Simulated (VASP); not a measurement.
The system is SnO.

```
CELL_PARAMETERS angstrom
3.23814 0.00000 0.00000
0.00000 3.23814 0.00000
0.00000 0.00000 3.23814
ATOMIC_POSITIONS crystal
Sn 0.50000 0.50000 0.50000
O 0.00000 0.00000 0.00000
```

| Property | Result |
| --- | --- |
| Program | VASP 6.6.1 |
| Task | relaxation of cell and atoms |
| Functional | PBE |
| Potentials or basis | VASP PAW PBE potentials, release 64 (Sn_d, O) |
| Cutoff | 600 eV |
| k mesh | 6 × 6 × 6 |
| Occupations | gaussian, width 0.1 eV |
| Spin | no spin polarisation |

At the start: pressure -7.9 GPa; volume 16.98 Å³/atom.

Problem. How do energy, volume and symmetry change on relaxing?

Solution. Over 3 steps the energy falls by 42.7 meV/atom and the volume is 15.39 Å³/atom (-9.4 %); space group Pm-3m (No. 221, to 0.05 Å).

Step by step:
```csv
step,energy change (eV),largest force (eV/Å),pressure (GPa),volume (Å³)
1,0.0000,0.0000,-7.90,33.95
2,-0.0791,0.0000,2.68,30.01
3,-0.0855,0.0000,0.05,30.77
```

Final structure:
```
CELL_PARAMETERS angstrom
3.13367 0.00000 0.00000
0.00000 3.13367 0.00000
0.00000 0.00000 3.13367
ATOMIC_POSITIONS crystal
Sn 0.50000 0.50000 0.50000
O 0.00000 0.00000 0.00000
```
